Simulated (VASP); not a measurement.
# Ru (P6_3/mmc) in VASP: notebook

The runs below take Ru through single point, relaxation of cell and atoms, with r2SCAN, PBEsol.

Program: VASP 6.6.1. These are calculated values, not measurements. Logs are shortened: lines on timing, memory, paths and dates and some standing lists are left out, and cuts for length are marked.

**1. The cell of the first run**

Symmetry: P6_3/mmc, No. 194, hexagonal system. The conventional cell has a = 2.690 Å, b = 2.690 Å, c = 4.252 Å, α = 90.00°, β = 90.00°, γ = 120.00°. Within 3.5 Å of Ru (site symmetry -6m2) lie 12 Ru at 2.63 to 2.69 Å.

**2. Single point, r2SCAN**

Contents of POSCAR:

```
Ru
1.0
    2.6895240366      0.0000000000      0.0000000000
   -1.3447620183      2.3291961398      0.0000000000
    0.0000000000      0.0000000000      4.2519208174
Ru
2
Direct
    0.3333333333      0.6666666667      0.2500000000
    0.6666666667      0.3333333333      0.7500000000
```

Contents of INCAR.step1:

```
  PREC = Accurate
  ENCUT = 520
  ISMEAR = 0
  SIGMA = 0.1
  LREAL = F
  LASPH = T
  NELM = 80
  NBANDS = 21
  GGA = PE
  ALGO = Normal
  EDIFF = 1E-4
  LWAVE = T
  LCHARG = F
```

Contents of INCAR.step2:

```
  PREC = Accurate
  ENCUT = 520
  EDIFF = 1E-6
  ISMEAR = 0
  SIGMA = 0.1
  LREAL = F
  LASPH = T
  NELM = 80
  ALGO = Normal
  ISIF = 2
  LWAVE = F
  LCHARG = F
  METAGGA = R2SCAN
  LMIXTAU = T
  NBANDS = 21
  ISTART = 1
```

Contents of KPOINTS:

```
Automatic mesh
0
Gamma
  18 18 10
```

Potentials or basis: VASP PAW PBE potentials, release 64 (Ru_pv).

Run with:

```sh
cat potpaw_PBE.64/Ru_pv/POTCAR > POTCAR
cp INCAR.step1 INCAR
mpirun -np 1 vasp_std > vasp.out
cp INCAR.step2 INCAR
mpirun -np 1 vasp_std > vasp.out
```

OUTCAR:

```text
PREC = Accurate
   ENCUT = 520
   EDIFF = 1E-6
   ISMEAR = 0
   LREAL = F
   LASPH = T
   NELM = 80
   ISIF = 2
   METAGGA = R2SCAN
   ISTART = 1

 ion  position               nearest neighbor table
   1  0.333  0.667  0.250-   2 2.63   2 2.63   2 2.63   2 2.63   2 2.63   2 2.63
   2  0.667  0.333  0.750-   1 2.63   1 2.63   1 2.63   1 2.63   1 2.63   1 2.63

  LATTYP: Found a hexagonal cell.
 ALAT       =     2.6895240366
 C/A-ratio  =     1.5809194339

  Lattice vectors:

 A1 = (   2.6895240366,   0.0000000000,   0.0000000000)
 A2 = (  -1.3447620183,   2.3291961398,   0.0000000000)
 A3 = (   0.0000000000,   0.0000000000,   4.2519208174)

Analysis of symmetry for initial positions (statically):
=====================================================================
 Subroutine PRICEL returns:
 Original cell was already a primitive cell.

 Routine SETGRP: Setting up the symmetry group for a
 hexagonal supercell.

 Subroutine GETGRP returns: Found 24 space group operations
 (whereof 12 operations were pure point group operations)
 out of a pool of 24 trial point group operations.

The static configuration has the point symmetry D_3d.
 The point group associated with its full space group is D_6h.

Analysis of symmetry for dynamics (positions and initial velocities):
=====================================================================
 Subroutine PRICEL returns:
 Original cell was already a primitive cell.

 Routine SETGRP: Setting up the symmetry group for a
 hexagonal supercell.

 Subroutine GETGRP returns: Found 24 space group operations
 (whereof 12 operations were pure point group operations)
 out of a pool of 24 trial point group operations.

The dynamic configuration has the point symmetry D_3d.
 The point group associated with its full space group is D_6h.

 Subroutine INISYM returns: Found 24 space group operations
 (whereof 12 operations are pure point group operations),
 and found     1 'primitive' translations

----------------------------------------------------------------------------------------

                                     Primitive cell

  volume of cell :      26.6359

  direct lattice vectors                    reciprocal lattice vectors
     2.689524037  0.000000000  0.000000000     0.371813000  0.214666336  0.000000000
    -1.344762018  2.329196140  0.000000000     0.000000000  0.429332671  0.000000000
     0.000000000  0.000000000  4.251920817     0.000000000  0.000000000  0.235187823

  length of vectors
     2.689524037  2.689524037  4.251920817     0.429332671  0.429332671  0.235187823

  position of ions in fractional coordinates (direct lattice)
     0.333333333  0.666666667  0.250000000
     0.666666667  0.333333333  0.750000000

  ion indices of the primitive-cell ions
   primitive index   ion index
                 1           1
                 2           2

----------------------------------------------------------------------------------------

 KPOINTS: Automatic mesh

Automatic generation of k-mesh.
 Grid dimensions read from file:
 generate k-points for:   18   18   10

 Generating k-lattice:

  Cartesian coordinates                     Fractional coordinates (reciprocal lattice)
     0.020656278  0.011925908  0.000000000     0.055555556 -0.000000000  0.000000000
     0.000000000  0.023851815  0.000000000     0.000000000  0.055555556  0.000000000
     0.000000000  0.000000000  0.023518782     0.000000000  0.000000000  0.100000000

  Length of vectors
     0.023851815  0.023851815  0.023518782

  Shift w.r.t. Gamma in fractional coordinates (k-lattice)
     0.000000000  0.000000000  0.000000000

 Subroutine IBZKPT returns following result:
 ===========================================

 Found    222 irreducible k-points:

 Following reciprocal coordinates:
            Coordinates               Weight
  0.000000  0.000000  0.000000      1.000000
  0.055556  0.000000  0.000000      6.000000
  0.111111  0.000000  0.000000      6.000000
  0.166667  0.000000  0.000000      6.000000
  0.222222  0.000000  0.000000      6.000000
  0.277778  0.000000  0.000000      6.000000
[... 16 lines left out ...]
  0.333333  0.111111  0.000000     12.000000
  0.388889  0.111111  0.000000     12.000000
 [... further k-points ...]
   k-points           NKPTS =    222   k-points in BZ     NKDIM =    222   number of bands    NBANDS=     21
   number of dos      NEDOS =    301   number of ions     NIONS =      2
   total plane-waves  NPLWV =  12800
   dimension x,y,z NGX =    20 NGY =   20 NGZ =   32
   dimension x,y,z NGXF=    40 NGYF=   40 NGZF=   64
   ions per type =               2
   NGX,Y,Z   is equivalent  to a cutoff of  12.36, 12.36, 12.51 a.u.
   NGXF,Y,Z  is equivalent  to a cutoff of  24.72, 24.72, 25.02 a.u.
 SYSTEM =  unknown system
   PREC   = accura    normal or accurate (medium, high low for compatibility)
   ISTART =      1    job   : 0-new  1-cont  2-samecut
   ICHARG =      0    charge: 1-file 2-atom 10-const
   ISPIN  =      1    spin polarized calculation?
   LNONCOLLINEAR =      F non collinear calculations
   LSORBIT =      F    spin-orbit coupling
   LASPH  =      T    aspherical Exc in radial PAW
   ENCUT  =  520.0 eV  38.22 Ry    6.18 a.u.   5.00  5.00  7.91*2*pi/ulx,y,z
   NELM   =     80;   NELMIN=  2; NELMDL=  0     # of ELM steps
   EDIFF  = 0.1E-05   stopping-criterion for ELM
   LREAL  =      F    real-space projection
   EDIFFG = 0.1E-04   stopping-criterion for IOM
   NSW    =      0    number of steps for IOM
   IBRION =     -1    ionic relax: 0-MD 1-quasi-New 2-CG
   NFREE  =      0    steps in history (QN), initial steepest desc. (CG)
   ISIF   =      2    stress and relaxation
   ISYM   =      2    0-nonsym 1-usesym 2-fastsym
   POTIM  = 0.5000    time-step for ionic-motion
   TEBEG  =    0.0;   TEEND  =   0.0 temperature during run
   PSTRESS=    0.0 pullay stress
   NELECT =      28.0000    total number of electrons
   NUPDOWN=      -1.0000    fix difference up-down
   EMIN   =  10.00;   EMAX   =-10.00  energy-range for DOS
   EFERMI =   0.00;   METHOD = LEGACY
   ISMEAR =     0;   SIGMA  =   0.10  broadening in eV -4-tet -1-fermi 0-gaus
   EFERMI_NEDOS =   21; number of points for ismear=-14 and -15
   IALGO  =     38    algorithm
   IMIX   =      4    mixing-type and parameters
     AMIX     =   0.40;   BMIX     =  1.00
     AMIX_MAG =   1.60;   BMIX_MAG =  1.00
  volume/ion in A,a.u.               =      13.32        89.87
  Fermi-wavevector in a.u.,A,eV,Ry     =   1.664582  3.145605 37.699491  2.770834
  Thomas-Fermi vector in A             =   2.751101
   LORBIT       =      0    0 simple, 1 ext, 2 COOP (PROOUT), +10 PAW based schemes
   METAGGA = R2SCAN    functional components
   LHFCALC =     F    Hartree Fock is set to
   AEXX    =    0.0000 exact exchange contribution
   IVDW    =     0    specifies the selected vdW correction
   LEPSILON=     F    determine dielectric tensor
   LRPA    =     F    only Hartree local field effects (RPA)
 non-spin polarized calculation
 Gauss-broadening in eV      SIGMA  =   0.10
  energy-cutoff  :      520.00
  volume of cell :       26.64
 maximum number of plane-waves:       738
 NGX is ok and might be reduce to    20
   NGX =  9   NGY =  9   NGZ = 15

 number of electron      27.9999997 magnetization

 Free energy of the ion-electron system (eV)
  ---------------------------------------------------
  ext. energy  EPLUGINS =         0.00000000
  ---------------------------------------------------
  free energy    TOTEN  =       -50.85057829 eV

  energy without entropy =      -50.84195886  energy(sigma->0) =      -50.84626858

 E-fermi :  13.0764     XC(G=0): -15.5445

 val. band max:       13.0648418530   @ k =   0.1667   0.0000   0.4000
 cond. band min:      13.0765407244   @ k =   0.1667   0.1111   0.3000
 fundamental gap:      0.0116988715
 Fermi energy:        13.0763980927

 k-point     1 :       0.0000    0.0000    0.0000
  band No.  band energies     occupation
      1     -32.0820      2.00000
      2     -31.0100      2.00000
      3     -31.0100      2.00000
      4     -30.8150      2.00000
      5     -30.8150      2.00000
      6     -30.7663      2.00000
[... 13 lines left out ...]
     20      21.5002      0.00000
     21      24.1787      0.00000

 k-point     2 :       0.0556    0.0000    0.0000
  band No.  band energies     occupation
      1     -32.0698      2.00000
      2     -31.0360      2.00000
      3     -31.0188      2.00000
      4     -30.8422      2.00000
      5     -30.8185      2.00000
      6     -30.7719      2.00000
[... 13 lines left out ...]
     20      21.5003      0.00000
     21      24.1598      0.00000

 k-point     3 :       0.1111    0.0000    0.0000
  band No.  band energies     occupation
      1     -32.0342      2.00000
      2     -31.1107      2.00000
      3     -31.0436      2.00000
      4     -30.9197      2.00000
      5     -30.8288      2.00000
      6     -30.7887      2.00000
[... 13 lines left out ...]
     20      21.5002      0.00000
     21      24.0989      0.00000

 k-point     4 :       0.1667    0.0000    0.0000
  band No.  band energies     occupation
      1     -31.9771      2.00000
      2     -31.2252      2.00000
      3     -31.0806      2.00000
      4     -31.0360      2.00000
      5     -30.8454      2.00000
      6     -30.8169      2.00000
[... 13 lines left out ...]
     20      21.5003      0.00000
     21      23.9931      0.00000

 k-point     5 :       0.2222    0.0000    0.0000
  band No.  band energies     occupation
      1     -31.9021      2.00000
      2     -31.3656      2.00000
      3     -31.1751      2.00000
      4     -31.1246      2.00000
      5     -30.8669      2.00000
      6     -30.8562      2.00000
[... 13 lines left out ...]
     20      21.5003      0.00000
     21      23.8563      0.00000

 k-point     6 :       0.2778    0.0000    0.0000
  band No.  band energies     occupation
      1     -31.8142      2.00000
      2     -31.5149      2.00000
      3     -31.3191      2.00000
      4     -31.1702      2.00000
      5     -30.9060      2.00000
      6     -30.8907      2.00000
[... 13 lines left out ...]
     20      21.7187      0.00000
     21      23.7126      0.00000

 k-point     7 :       0.3333    0.0000    0.0000
  band No.  band energies     occupation
      1     -31.7201      2.00000
      2     -31.6548      2.00000
      3     -31.4508      2.00000
      4     -31.2120      2.00000
      5     -30.9643      2.00000
      6     -30.9137      2.00000
[... 13 lines left out ...]
     20      23.1477      0.00000
     21      23.4851      0.00000
[... 291 lines left out ...]
      1     -31.8711      2.00000
      2     -31.3742      2.00000
      3     -31.2924      2.00000
      4     -31.0918      2.00000
      5     -30.9088      2.00000
      6     -30.8732      2.00000
[... 13 lines left out ...]
     20      21.5002      0.00000
     21      23.8513      0.00000

 k-point    21 :       0.2222    0.1111    0.0000
  band No.  band energies     occupation
      1     -31.7854      2.00000
      2     -31.5087      2.00000
      3     -31.3950      2.00000
      4     -31.1619      2.00000
      5     -30.9423      2.00000
      6     -30.9232      2.00000
[... 13 lines left out ...]
     20      22.2559      0.00000
     21      23.7927      0.00000

 k-point    22 :       0.2778    0.1111    0.0000
  band No.  band energies     occupation
      1     -31.6929      2.00000
      2     -31.6392      2.00000
      3     -31.4847      2.00000
      4     -31.2286      2.00000
      5     -30.9818      2.00000
      6     -30.9723      2.00000
[... 13 lines left out ...]
     20      23.6623      0.00000
     21      23.7082      0.00000

 k-point    23 :       0.3333    0.1111    0.0000
  band No.  band energies     occupation
      1     -31.7457      2.00000
      2     -31.6027      2.00000
      3     -31.5564      2.00000
      4     -31.2824      2.00000
      5     -31.0444      2.00000
      6     -30.9964      2.00000
[... 13 lines left out ...]
     20      22.6738      0.00000
     21      24.6707      0.00000

 k-point    24 :       0.3889    0.1111    0.0000
  band No.  band energies     occupation
      1     -31.8148      2.00000
      2     -31.6031      2.00000
      3     -31.5295      2.00000
      4     -31.3169      2.00000
      5     -31.0995      2.00000
      6     -31.0121      2.00000
[... 13 lines left out ...]
     20      21.5003      0.00000
     21      25.0132      0.00000

 [... further k-points ...]
[... 5 lines left out ...]
  --------------------------------------------------------------------------------------
  -------------------------------------------------------------------------------------
  Total        1.0261653      1.0261653      0.9868695      0.0000000      0.0000000      0.0000000
  in kB       61.7250189     61.7250189     59.3613320      0.0000000      0.0000000      0.0000000
  external PRESSURE =      60.9371233 kB  Pullay stress =       0.0000000 kB

 VOLUME and BASIS-vectors are now :
 -----------------------------------------------------------------------------
  energy-cutoff  :      520.00
  volume of cell :       26.64
      direct lattice vectors                 reciprocal lattice vectors
     2.689524037  0.000000000  0.000000000     0.371813000  0.214666336  0.000000000
    -1.344762018  2.329196140  0.000000000     0.000000000  0.429332671  0.000000000
     0.000000000  0.000000000  4.251920817     0.000000000  0.000000000  0.235187823

 POSITION                                       TOTAL-FORCE (eV/Angst)
 -----------------------------------------------------------------------------------
     -0.00000      1.55280      1.06298        -0.000000     -0.000000      0.000000
      1.34476      0.77640      3.18894         0.000000      0.000000      0.000000
 -----------------------------------------------------------------------------------
    total drift:                               -0.000000      0.000000     -0.000000

  FREE ENERGIE OF THE ION-ELECTRON SYSTEM (eV)
  ---------------------------------------------------
  free  energy   TOTEN  =       -50.8505782893 eV

  energy  without entropy=      -50.8419588622  energy(sigma->0) =      -50.84626858
```

Run time: 2.4 min. Hardware: 1 thread of Intel Xeon 6975P-C (Granite Rapids), shared host; peak memory 0.21 GiB.

What came out:

```
Free energy            : -50.8506 eV
Pressure               : 6.1 GPa
Band gap on the k mesh : zero (bands 14 and 15 overlap by 3.35 eV)
```

Levels at points of the mesh, in eV from the Fermi level:
```tsv
k point	band 10	band 11	band 12	band 13	band 14	band 15	band 16	band 17	band 18	band 19
(0.00, 0.00, 0.00)	-2.77	-2.58	-2.04	-2.04	-1.50	-1.50	1.28	1.28	1.40	8.42
(0.50, 0.00, 0.00)	-3.24	-2.22	-1.90	-1.61	1.53	1.98	2.06	4.35	6.57	8.42
(0.00, 0.00, 0.50)	-2.96	-2.96	-2.96	-2.88	-2.88	0.59	0.59	0.59	0.59	8.42
(0.50, 0.00, 0.50)	-4.87	-1.14	-1.14	0.49	0.49	1.81	1.81	3.63	3.63	8.42
```

Caveat: the cell stands under pressure; the PAW data sets were made with another functional, which shifts forces and pressure a little.

**3. Relaxation of cell and atoms, PBEsol**

This run uses another cell than the first one, of 13.57 Å³/atom.

Contents of INCAR:

```
  PREC = Accurate
  ENCUT = 600
  EDIFF = 1E-7
  ISMEAR = 0
  SIGMA = 0.1
  LREAL = F
  LASPH = T
  NELM = 60
  ALGO = Fast
  ISIF = 3
  LWAVE = F
  LCHARG = F
  GGA = PS
  IBRION = 2
  NSW = 100
  EDIFFG = -0.005
```

Contents of KPOINTS:

```
regular mesh
0
Gamma
  18 18 10
```

Contents of POSCAR:

```
Ru
1.0
    2.7058000000      0.0000000000      0.0000000000
   -1.3529000000      2.3432915376      0.0000000000
    0.0000000000      0.0000000000      4.2819000000
Ru
2
Direct
    0.3333333333      0.6666666667      0.2500000000
    0.6666666667      0.3333333333      0.7500000000
```

Potentials or basis: VASP PAW PBE potentials, release 64 (Ru_pv).

Run with:

```sh
cat potpaw_PBE.64/Ru_pv/POTCAR > POTCAR
mpirun -np 1 vasp_std > vasp.out
```

Run time: 3.5 min. Hardware: 1 thread of Intel Xeon 6975P-C (Granite Rapids), shared host; peak memory 0.25 GiB.

It converged, with:

```yaml
Free_energy: -20.3462 eV
Relaxed_volume: 13.32 Å³/atom
Relaxed_cell: a = 2.689 Å, b = 2.689 Å, c = 4.252 Å, α = 90.00°, β = 90.00°, γ = 120.00°
Space_group_after_relaxing_to_0.1_Å: P6_3/mmc (No. 194)
Energy_gained_by_relaxing: 5.3 meV/atom
Ionic_steps: 7
Pressure_after_relaxing: 0.0 GPa
Band_gap_on_the_k_mesh: zero (bands 14 and 15 overlap by 3.22 eV)
```

The path:
| step | energy change (eV) | largest force (eV/Å) | pressure (GPa) | volume (Å³) |
| --- | --- | --- | --- | --- |
| 1 | 0.0000 | 0.0000 | -6.43 | 27.15 |
| 2 | 0.1031 | 0.0000 | 24.61 | 25.06 |
| 3 | -0.0107 | 0.0000 | -0.12 | 26.64 |
| 4 | -0.0107 | 0.0000 | -0.03 | 26.63 |
| 5 | -0.0107 | 0.0000 | 0.11 | 26.62 |
| 6 | -0.0107 | 0.0000 | -0.27 | 26.65 |
| 7 | -0.0107 | 0.0000 | -0.01 | 26.63 |

Final structure:
```
CELL_PARAMETERS angstrom
2.68921 0.00000 0.00000
-1.34460 2.32892 0.00000
0.00000 0.00000 4.25208
ATOMIC_POSITIONS crystal
Ru 0.33333 0.66667 0.25000
Ru 0.66667 0.33333 0.75000
```

Levels at points of the mesh, in eV from the Fermi level:
| k point | band 12 | band 13 | band 14 | band 15 | band 16 | band 17 |
| --- | --- | --- | --- | --- | --- | --- |
| (0.00, 0.00, 0.00) | -1.97 | -1.97 | -1.43 | -1.43 | 1.24 | 1.24 |
| (0.50, 0.00, 0.00) | -1.86 | -1.56 | 1.49 | 1.93 | 2.01 | 4.17 |
| (0.00, 0.00, 0.50) | -2.85 | -2.79 | -2.79 | 0.58 | 0.58 | 0.58 |
| (0.50, 0.00, 0.50) | -1.09 | 0.45 | 0.45 | 1.76 | 1.76 | 3.45 |

Caveat: the PAW data sets were made with another functional, which shifts forces and pressure a little.
